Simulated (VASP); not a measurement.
Set up this calculation in VASP 6.6.1, as the native input.

```
Task                   : electric field gradients
Functional             : PBEsol
Potentials or basis    : VASP PAW PBE potentials, release 64 (Ga_d)
Cutoff                 : 520 eV
k mesh                 : 16 × 16 × 16
Occupations            : fermi-dirac, width 0.03 eV
Spin                   : no spin polarisation
Dipole correction      : no
Further INCAR settings : ALGO = Normal; EDIFF = 1e-08; NBANDS = 12
```

The structure of Ga lies in POSCAR:

```
Ga
1.0
   -1.4132982842      1.4132982842      2.2437620196
    1.4132982842     -1.4132982842      2.2437620196
    1.4132982842      1.4132982842     -2.2437620196
Ga
1
Direct
    0.0000000000      0.0000000000      0.0000000000
```

This cell differs from its parent crystal: volume scaled by 1.02.

The input as run:

INCAR

```
ALGO = Normal
EDIFF = 1E-8
ENCUT = 520
GGA = PS
ISIF = 2
ISMEAR = -1
LASPH = True
LCHARG = False
LEFG = True
LREAL = False
LWAVE = False
NBANDS = 12
NELM = 60
PREC = Accurate
SIGMA = 0.03
```

KPOINTS

```
k-points
0
Gamma
  16 16 16
```

Potentials or basis: VASP PAW PBE potentials, release 64 (Ga_d).

The run is started by

```sh
$ cat potpaw_PBE.64/Ga_d/POTCAR > POTCAR
$ mpirun -np 1 vasp_std > vasp.out
```

It gave:

| Quantity | Value |
| --- | --- |
| Pressure | -0.5 GPa |

Caveat: without QUAD_EFG the Cq values of the log hold for a quadrupole moment of 1 mb, not for the nuclei; the PAW data sets were made with another functional, which shifts forces and pressure a little.

It took 27 s on 1 thread of Intel(R) Xeon(R) Platinum 8559C (Emerald Rapids), with other jobs on the host, peak memory 0.19 GiB.
